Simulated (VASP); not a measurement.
Here is a VASP 6.6.1 calculation.

INCAR

```
SYSTEM = Ni
PREC     = Accurate       ! precision mode
ENCUT    = 520            ! plane-wave cutoff, eV
EDIFF    = 1E-6           ! SCF threshold, eV
ISMEAR   = -1             ! smearing method
SIGMA    = 0.05           ! smearing width, eV
LREAL    = .False.        ! projectors in reciprocal space
LASPH    = .True.         ! aspherical terms in the spheres
NELM     = 150            ! most SCF steps
ALGO     = Normal         ! electronic algorithm
ISIF     = 2              ! what is computed and relaxed
LWAVE    = .False.        ! write WAVECAR
LCHARG   = .True.         ! write CHGCAR
LNONCOLLINEAR= .True.         ! non-collinear magnetism
MAGMOM   = 0 0 0.651      ! initial moments
LORBIT   = 11             ! projections on sites
LSORBIT  = .True.         ! spin-orbit coupling
GGA_COMPAT= .False.      
LORBMOM  = .True.       
LMAXMIX  = 4              ! l up to which the mixer works
GGA      = PS             ! functional
LVHAR    = .True.       
NBANDS   = 21             ! bands
```

KPOINTS

```
Automatic mesh
0
Gamma
  16 16 16
  0 0 0
```

Contents of POSCAR:

```
Ni
1.0
    0.0000000000      1.7319612684      1.7319612684
    1.7319612684      0.0000000000      1.7319612684
    1.7319612684      1.7319612684      0.0000000000
Ni
1
Direct
    0.0000000000      0.0000000000      0.0000000000
```

Potentials or basis: VASP PAW PBE potentials, release 64 (Ni).

Launch:

```bash
$ cat potpaw_PBE.64/Ni/POTCAR > POTCAR
$ mpirun -np 1 vasp_ncl > vasp.out
```

**Question.** What does it give for the net moment?

**Answer.** 0.58 μB per cell.

**Question.** Estimate the pressure.

**Answer.** -0.4 GPa.

Moments on the atoms (μB; x, y, z):
```
Ni  0.00 0.00 0.59
```

Caveat: the PAW data sets were made with another functional, which shifts forces and pressure a little.
